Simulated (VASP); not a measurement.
# BeCdS4 (C2) in VASP: single point with PBE

Aim: the single point of BeCdS4 with PBE.

Everything below comes from runs of VASP 6.6.1. Logs are shortened: lines on timing, memory, paths and dates and some standing lists are left out, and cuts for length are marked.

## 1. The cell of the first run

Symmetry: C2, No. 5, monoclinic system. Conventional cell: a = 7.395 Å, b = 7.260 Å, c = 5.160 Å, α = 90.00°, β = 115.54°, γ = 90.00°. Be (site symmetry 2) has 4 S at 2.11 to 2.16 Å within 2.8 Å. Within 3.7 Å of Cd (site symmetry 2) lie 8 S at 2.63 to 3.56 Å and 4 Be at 3.64 Å. Within 3.0 Å of S (site symmetry 1) lie 2 S at 2.15 to 2.81 Å and 1 Be at 2.16 Å and 2 Cd at 2.63 to 2.95 Å. Within 2.9 Å of S (site symmetry 1) lie 1 Be at 2.11 Å and 2 S at 2.15 to 2.81 Å and 1 Cd at 2.65 Å.

The cell was generated, and may not be a known phase.

## 2. Single point, PBE

INCAR

```
SYSTEM = BeCdS4
PREC = Accurate ; ENCUT = 630
EDIFF = 1E-6 ; ISMEAR = 0
SIGMA = 0.2 ; LREAL = .FALSE.
LASPH = .TRUE. ; NELM = 120
ALGO = Normal ; ISIF = 2
LWAVE = .FALSE. ; LCHARG = .TRUE.
GGA = PE ; LELF = .TRUE.
LVHAR = .TRUE. ; NBANDS = 32
GGA_COMPAT = .FALSE.
```

KPOINTS

```
Automatic mesh
0
G
  3 3 3
  0 0 0
```

POSCAR

```
BeCdS4
1.0
    3.6903659231     -3.6302141382      0.2318566442
    3.6903659231      3.6302141382      0.2318566442
   -2.5123984674      0.0000000000      4.5067439825
Be Cd S
1 1 4
Direct
    0.6277176009      0.3722823991      0.0000000000
   -0.0185065500      1.0185065500      0.5000000000
    1.0292368762      0.4270790911      0.3123020926
    0.2723832323      0.2313140283      1.0495996484
    0.7686859717      0.7276167677     -0.0495996484
    0.5729209089     -0.0292368762      0.6876979074
```

Potentials or basis: VASP PAW PBE potentials, release 64 (Be, Cd_sv_GW, S).

On the command line:

```sh
$ cat potpaw_PBE.64/Be/POTCAR potpaw_PBE.64/Cd_sv_GW/POTCAR potpaw_PBE.64/S/POTCAR > POTCAR
$ mpirun -np 1 vasp_std > vasp.out
```

OUTCAR:

```text
SYSTEM = BeCdS4
   PREC = Accurate
   ENCUT = 630
   EDIFF = 1E-6
   ISMEAR = 0
   LREAL = .FALSE.
   LASPH = .TRUE.
   NELM = 120
   ISIF = 2
   GGA = PE

 ion  position               nearest neighbor table
   1  0.628  0.372  0.000-   4 2.11   5 2.11   3 2.16   6 2.16
   2  0.981  0.019  0.500-   3 2.63   6 2.63   4 2.65   5 2.65
   3  0.029  0.427  0.312-   4 2.15   1 2.16   2 2.63
   4  0.272  0.231  0.050-   1 2.11   3 2.15   2 2.65
   5  0.769  0.728  0.950-   1 2.11   6 2.15   2 2.65
   6  0.573  0.971  0.688-   5 2.15   1 2.16   2 2.63

  LATTYP: Found a base centered monoclinic cell.
 ALAT       =     7.3952844840
 B/A-ratio  =     0.9817645680
 C/A-ratio  =     0.6977063768
 COS(beta)  =    -0.4311971619

  Lattice vectors:

 A1 = (   3.6903659231,  -3.6302141382,   0.2318566442)
 A2 = (   3.6903659231,   3.6302141382,   0.2318566442)
 A3 = (  -2.5123984674,   0.0000000000,   4.5067439825)

Analysis of symmetry for initial positions (statically):
=====================================================================
 Subroutine PRICEL returns:
 Original cell was already a primitive cell.

 Routine SETGRP: Setting up the symmetry group for a
 base centered monoclinic supercell.

 Subroutine GETGRP returns: Found  2 space group operations
 (whereof  2 operations were pure point group operations)
 out of a pool of  4 trial point group operations.

The static configuration has the point symmetry C_2 .

Analysis of symmetry for dynamics (positions and initial velocities):
=====================================================================
 Subroutine PRICEL returns:
 Original cell was already a primitive cell.

 Routine SETGRP: Setting up the symmetry group for a
 base centered monoclinic supercell.

 Subroutine GETGRP returns: Found  2 space group operations
 (whereof  2 operations were pure point group operations)
 out of a pool of  4 trial point group operations.

The dynamic configuration has the point symmetry C_2 .

 Subroutine INISYM returns: Found  2 space group operations
 (whereof  2 operations are pure point group operations),
 and found     1 'primitive' translations

----------------------------------------------------------------------------------------

                                     Primitive cell

  volume of cell :     124.9814

  direct lattice vectors                    reciprocal lattice vectors
     3.690365923 -3.630214138  0.231856644     0.130903065 -0.137732922  0.072975226
     3.690365923  3.630214138  0.231856644     0.130903065  0.137732922  0.072975226
    -2.512398467  0.000000000  4.506743982    -0.013469035  0.000000000  0.214381030

  length of vectors
     5.181796295  5.181796295  5.159737143     0.203546932  0.203546932  0.214803727

  position of ions in fractional coordinates (direct lattice)
     0.627717601  0.372282399  0.000000000
     0.981493450  0.018506550  0.500000000
     0.029236876  0.427079091  0.312302093
     0.272383232  0.231314028  0.049599648
     0.768685972  0.727616768  0.950400352
     0.572920909  0.970763124  0.687697907

  ion indices of the primitive-cell ions
   primitive index   ion index
                 1           1
                 2           2
                 3           3
                 4           4
                 5           5
                 6           6

----------------------------------------------------------------------------------------

 KPOINTS: Automatic mesh

Automatic generation of k-mesh.
 Grid dimensions read from file:
 generate k-points for:    3    3    3

 Generating k-lattice:

  Cartesian coordinates                     Fractional coordinates (reciprocal lattice)
     0.043634355 -0.045910974  0.024325075     0.333333333 -0.000000000 -0.000000000
     0.043634355  0.045910974  0.024325075    -0.000000000  0.333333333 -0.000000000
    -0.004489678  0.000000000  0.071460343     0.000000000  0.000000000  0.333333333

  Length of vectors
     0.067848977  0.067848977  0.071601242

  Shift w.r.t. Gamma in fractional coordinates (k-lattice)
     0.000000000  0.000000000  0.000000000

 Subroutine IBZKPT returns following result:
 ===========================================

 Found     10 irreducible k-points:

 Following reciprocal coordinates:
            Coordinates               Weight
  0.000000  0.000000  0.000000      1.000000
  0.333333 -0.000000  0.000000      4.000000
  0.333333  0.333333  0.000000      2.000000
 -0.333333  0.333333  0.000000      2.000000
  0.000000  0.000000  0.333333      2.000000
  0.333333 -0.000000  0.333333      4.000000
 -0.333333  0.000000  0.333333      4.000000
  0.333333  0.333333  0.333333      2.000000
 -0.333333  0.333333  0.333333      4.000000
 -0.333333 -0.333333  0.333333      2.000000
   k-points           NKPTS =     10   k-points in BZ     NKDIM =     10   number of bands    NBANDS=     32
   number of dos      NEDOS =    301   number of ions     NIONS =      6
   total plane-waves  NPLWV =  74088
   dimension x,y,z NGX =    42 NGY =   42 NGZ =   42
   dimension x,y,z NGXF=    84 NGYF=   84 NGZF=   84
   ions per type =               1   1   4
   NGX,Y,Z   is equivalent  to a cutoff of  13.47, 13.47, 13.53 a.u.
   NGXF,Y,Z  is equivalent  to a cutoff of  26.95, 26.95, 27.06 a.u.
 SYSTEM =  BeCdS4
   PREC   = accura    normal or accurate (medium, high low for compatibility)
   ISTART =      0    job   : 0-new  1-cont  2-samecut
   ICHARG =      2    charge: 1-file 2-atom 10-const
   ISPIN  =      1    spin polarized calculation?
   LNONCOLLINEAR =      F non collinear calculations
   LSORBIT =      F    spin-orbit coupling
   LASPH  =      T    aspherical Exc in radial PAW
   ENCUT  =  630.0 eV  46.30 Ry    6.80 a.u.  10.60 10.60 10.56*2*pi/ulx,y,z
   NELM   =    120;   NELMIN=  2; NELMDL= -5     # of ELM steps
   EDIFF  = 0.1E-05   stopping-criterion for ELM
   LREAL  =      F    real-space projection
   EDIFFG = 0.1E-04   stopping-criterion for IOM
   NSW    =      0    number of steps for IOM
   IBRION =     -1    ionic relax: 0-MD 1-quasi-New 2-CG
   NFREE  =      0    steps in history (QN), initial steepest desc. (CG)
   ISIF   =      2    stress and relaxation
   ISYM   =      2    0-nonsym 1-usesym 2-fastsym
   POTIM  = 0.5000    time-step for ionic-motion
   TEBEG  =    0.0;   TEEND  =   0.0 temperature during run
   PSTRESS=    0.0 pullay stress
   NELECT =      46.0000    total number of electrons
   NUPDOWN=      -1.0000    fix difference up-down
   EMIN   =  10.00;   EMAX   =-10.00  energy-range for DOS
   EFERMI =   0.00;   METHOD = LEGACY
   ISMEAR =     0;   SIGMA  =   0.20  broadening in eV -4-tet -1-fermi 0-gaus
   EFERMI_NEDOS =   21; number of points for ismear=-14 and -15
   IALGO  =     38    algorithm
   IMIX   =      4    mixing-type and parameters
     AMIX     =   0.40;   BMIX     =  1.00
     AMIX_MAG =   1.60;   BMIX_MAG =  1.00
  volume/ion in A,a.u.               =      20.83       140.57
  Fermi-wavevector in a.u.,A,eV,Ry     =   1.173219  2.217062 18.727634  1.376442
  Thomas-Fermi vector in A             =   2.309635
   LORBIT       =      0    0 simple, 1 ext, 2 COOP (PROOUT), +10 PAW based schemes
   GGA     = PE    functional components
   LHFCALC =     F    Hartree Fock is set to
   AEXX    =    0.0000 exact exchange contribution
   IVDW    =     0    specifies the selected vdW correction
   LEPSILON=     F    determine dielectric tensor
   LRPA    =     F    only Hartree local field effects (RPA)
 non-spin polarized calculation
 Gauss-broadening in eV      SIGMA  =   0.20
  energy-cutoff  :      630.00
  volume of cell :      124.98
 maximum number of plane-waves:      4525
 NGX is ok and might be reduce to    42
   NGX = 21   NGY = 21   NGZ = 21

 number of electron      45.9999991 magnetization

 Free energy of the ion-electron system (eV)
  ---------------------------------------------------
  ext. energy  EPLUGINS =         0.00000000
  ---------------------------------------------------
  free energy    TOTEN  =       -22.83601832 eV

  energy without entropy =      -22.83601829  energy(sigma->0) =      -22.83601831

 E-fermi :   4.2208     XC(G=0):  -9.2023

 val. band max:        3.4689839850   @ k =  -0.3333   0.3333   0.3333
 cond. band min:       4.9467521591   @ k =  -0.3333   0.3333   0.0000
 fundamental gap:      1.4777681741
 Fermi energy:         4.2207831180

 k-point     1 :       0.0000    0.0000    0.0000
  band No.  band energies     occupation
      1     -98.4264      2.00000
      2     -59.5200      2.00000
      3     -59.5002      2.00000
      4     -59.4525      2.00000
      5     -11.4585      2.00000
      6     -10.1405      2.00000
[... 24 lines left out ...]
     31      10.0945      0.00000
     32      11.0052      0.00000

 k-point     2 :       0.3333   -0.0000    0.0000
  band No.  band energies     occupation
      1     -98.4264      2.00000
      2     -59.5199      2.00000
      3     -59.5002      2.00000
      4     -59.4525      2.00000
      5     -11.1836      2.00000
      6     -10.4871      2.00000
[... 24 lines left out ...]
     31      10.3891      0.00000
     32      10.9637      0.00000

 k-point     3 :       0.3333    0.3333    0.0000
  band No.  band energies     occupation
      1     -98.4264      2.00000
      2     -59.5199      2.00000
      3     -59.5002      2.00000
      4     -59.4525      2.00000
      5     -11.0531      2.00000
      6     -10.4500      2.00000
[... 24 lines left out ...]
     31       9.7026      0.00000
     32      10.6587      0.00000

 k-point     4 :      -0.3333    0.3333    0.0000
  band No.  band energies     occupation
      1     -98.4264      2.00000
      2     -59.5199      2.00000
      3     -59.5002      2.00000
      4     -59.4525      2.00000
      5     -10.8786      2.00000
      6     -10.7235      2.00000
[... 24 lines left out ...]
     31      10.0627      0.00000
     32      10.2964      0.00000

 k-point     5 :       0.0000    0.0000    0.3333
  band No.  band energies     occupation
      1     -98.4264      2.00000
      2     -59.5199      2.00000
      3     -59.5002      2.00000
      4     -59.4525      2.00000
      5     -11.2682      2.00000
      6     -10.3023      2.00000
[... 24 lines left out ...]
     31      10.7096      0.00000
     32      11.0084      0.00000

 k-point     6 :       0.3333   -0.0000    0.3333
  band No.  band energies     occupation
      1     -98.4264      2.00000
      2     -59.5199      2.00000
      3     -59.5002      2.00000
      4     -59.4525      2.00000
      5     -11.0198      2.00000
      6     -10.5583      2.00000
[... 24 lines left out ...]
     31      10.2243      0.00000
     32      10.9541      0.00000

 k-point     7 :      -0.3333    0.0000    0.3333
  band No.  band energies     occupation
      1     -98.4264      2.00000
      2     -59.5199      2.00000
      3     -59.5002      2.00000
      4     -59.4525      2.00000
      5     -11.1298      2.00000
      6     -10.4439      2.00000
[... 24 lines left out ...]
     31      10.3103      0.00000
     32      10.4958      0.00000

 k-point     8 :       0.3333    0.3333    0.3333
  band No.  band energies     occupation
      1     -98.4264      2.00000
      2     -59.5199      2.00000
      3     -59.5002      2.00000
      4     -59.4525      2.00000
      5     -10.9639      2.00000
      6     -10.4635      2.00000
[... 24 lines left out ...]
     31      10.4231      0.00000
     32      10.8077      0.00000

 k-point     9 :      -0.3333    0.3333    0.3333
  band No.  band energies     occupation
      1     -98.4264      2.00000
      2     -59.5199      2.00000
      3     -59.5002      2.00000
      4     -59.4525      2.00000
      5     -10.7823      2.00000
      6     -10.7373      2.00000
[... 24 lines left out ...]
     31      10.6412      0.00000
     32      10.9808      0.00000

 k-point    10 :      -0.3333   -0.3333    0.3333
  band No.  band energies     occupation
      1     -98.4264      2.00000
      2     -59.5199      2.00000
      3     -59.5002      2.00000
      4     -59.4525      2.00000
      5     -11.0668      2.00000
      6     -10.3828      2.00000
[... 24 lines left out ...]
     31      10.7413      0.00000
     32      11.1095      0.00000

------------------------ aborting loop because EDIFF is reached ----------------------------------------

  FORCE on cell =-STRESS in cart. coord.  units (eV):
  Direction    XX          YY          ZZ          XY          YZ          ZX
  --------------------------------------------------------------------------------------
  -------------------------------------------------------------------------------------
  Total       -0.0640897     -0.1102828     -0.2031780      0.0000000      0.0000000      0.0339061
  in kB       -0.8215867     -1.4137518     -2.6046058      0.0000000      0.0000000      0.4346537
  external PRESSURE =      -1.6133148 kB  Pullay stress =       0.0000000 kB

 VOLUME and BASIS-vectors are now :
 -----------------------------------------------------------------------------
  energy-cutoff  :      630.00
  volume of cell :      124.98
      direct lattice vectors                 reciprocal lattice vectors
     3.690365923 -3.630214138  0.231856644     0.130903065 -0.137732922  0.072975226
     3.690365923  3.630214138  0.231856644     0.130903065  0.137732922  0.072975226
    -2.512398467  0.000000000  4.506743982    -0.013469035  0.000000000  0.214381030

 POSITION                                       TOTAL-FORCE (eV/Angst)
 -----------------------------------------------------------------------------------
      3.69037     -0.92728      0.23186        -0.000000     -0.007366      0.000000
      2.43417     -3.49585      2.48523         0.000000      0.022869     -0.000000
      0.89935      1.44425      1.51327         0.024471     -0.058570     -0.040400
      1.73421     -0.14909      0.34032        -0.011257      0.050818      0.049924
      3.13412     -0.14909      4.63014         0.011257      0.050818     -0.049924
      3.96899      1.44425      3.45719        -0.024471     -0.058570      0.040400
 -----------------------------------------------------------------------------------
    total drift:                               -0.000000      0.001365     -0.000000

  FREE ENERGIE OF THE ION-ELECTRON SYSTEM (eV)
  ---------------------------------------------------
  free  energy   TOTEN  =       -22.8360183246 eV

  energy  without entropy=      -22.8360182924  energy(sigma->0) =      -22.83601831
```

Run time: 35 s. Hardware: 1 thread of Intel Xeon 6975P-C (Granite Rapids), shared host; peak memory 0.29 GiB.

Results:

```yaml
Free_energy: -22.8360 eV
Pressure: -0.2 GPa
Largest_force: 0.075 eV/Å
Band_gap_on_the_k_mesh: 1.48 eV (least direct gap 1.74 eV)
```

Forces in eV/Å, atoms in the order of the input:
```
Be   0.000 -0.007  0.000
Cd   0.000  0.023  0.000
S    0.024 -0.059 -0.040
S   -0.011  0.051  0.050
S    0.011  0.051 -0.050
S   -0.024 -0.059  0.040
```

Stress tensor (GPa, compression positive):
```
-0.08  0.00  0.04
 0.00 -0.14  0.00
 0.04  0.00 -0.26
```

Levels at points of the mesh, in eV from the valence-band top:
```csv
k point,band 21,band 22,band 23,band 24,band 25,band 26
"(0.00, 0.00, 0.00)",-2.17,-1.11,-0.68,2.81,2.98,3.26
```

Caveat: the k points lie up to 0.45 Å⁻¹ apart. A k mesh can miss the band edges.
